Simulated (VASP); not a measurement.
**Rh: relaxation of cell and atoms with PBEsol**

Rh:

```
Rh
1.0
     2.68919    0.00000    0.00000
    -1.34460    2.32891    0.00000
     0.00000    0.00000    4.39145
Rh
2
Direct
  0.33333 0.66667 0.25000
  0.66667 0.33333 0.75000
```

This isn't the form of Rh at room conditions, which is fcc.

* Program: VASP 6.6.1
* Task: relaxation of cell and atoms
* Functional: PBEsol
* Potentials or basis: VASP PAW PBE potentials, release 64 (Rh_pv)
* Cutoff: 600 eV
* k mesh: 13 × 13 × 7
* Occupations: fermi-dirac, width 0.1 eV
* Spin: no spin polarisation
* Dipole correction: no
* Further INCAR settings: ALGO = Normal; EDIFF = 1e-06; IBRION = 2; EDIFFG = -0.01; NSW = 80; ISIF = 3

```json
{
 "Relaxed volume": "13.57 Å³/atom",
 "Relaxed cell": "a = 2.688 Å, b = 2.688 Å, c = 4.337 Å, α = 90.00°, β = 90.00°, γ = 120.00°",
 "Space group after relaxing (to 0.1 Å)": "P6_3/mmc (No. 194)",
 "Energy gained by relaxing": "3.4 meV/atom",
 "Ionic steps": "9",
 "Pressure after relaxing": "0.1 GPa",
 "Band gap on the k mesh": "zero (bands 15 and 16 overlap by 2.42 eV)"
}
```

Stress tensor (GPa, compression positive):
```
 0.08  0.00  0.00
 0.00  0.08  0.00
 0.00  0.00 -0.01
```

Step by step:
| step | energy change (eV) | largest force (eV/Å) | pressure (GPa) | volume (Å³) |
| --- | --- | --- | --- | --- |
| 1 | 0.0000 | 0.0000 | -3.85 | 27.50 |
| 2 | 0.0244 | 0.0000 | 11.16 | 26.21 |
| 3 | -0.0059 | 0.0000 | 0.36 | 27.10 |
| 4 | -0.0059 | 0.0000 | 0.49 | 27.09 |
| 5 | -0.0069 | 0.0000 | 0.04 | 27.13 |
| 6 | -0.0069 | 0.0000 | 0.07 | 27.12 |
| 7 | -0.0069 | 0.0000 | 0.11 | 27.12 |
| 8 | -0.0069 | 0.0000 | -0.21 | 27.15 |
| 9 | -0.0069 | 0.0000 | 0.05 | 27.13 |

Final structure:
```xyz
2
Lattice="2.6876 0.0000 0.0000 -1.3438 2.3276 0.0000 0.0000 0.0000 4.3373" Properties=species:S:1:pos:R:3 pbc="T T T"
Rh    0.0000    1.5517    1.0843
Rh    1.3438    0.7759    3.2529
```

Levels at points of the mesh, in eV from the Fermi level:
| k point | band 13 | band 14 | band 15 | band 16 | band 17 | band 18 |
| --- | --- | --- | --- | --- | --- | --- |
| (0.00, 0.00, 0.00) | -2.58 | -1.98 | -1.98 | 0.13 | 0.13 | 0.64 |

Wall time 71 s on 1 thread of Intel(R) Xeon(R) 6975P-C (Granite Rapids) (shared host), peak memory 0.19 GiB.

Caveat: the PAW data sets were made with another functional, which shifts forces and pressure a little.
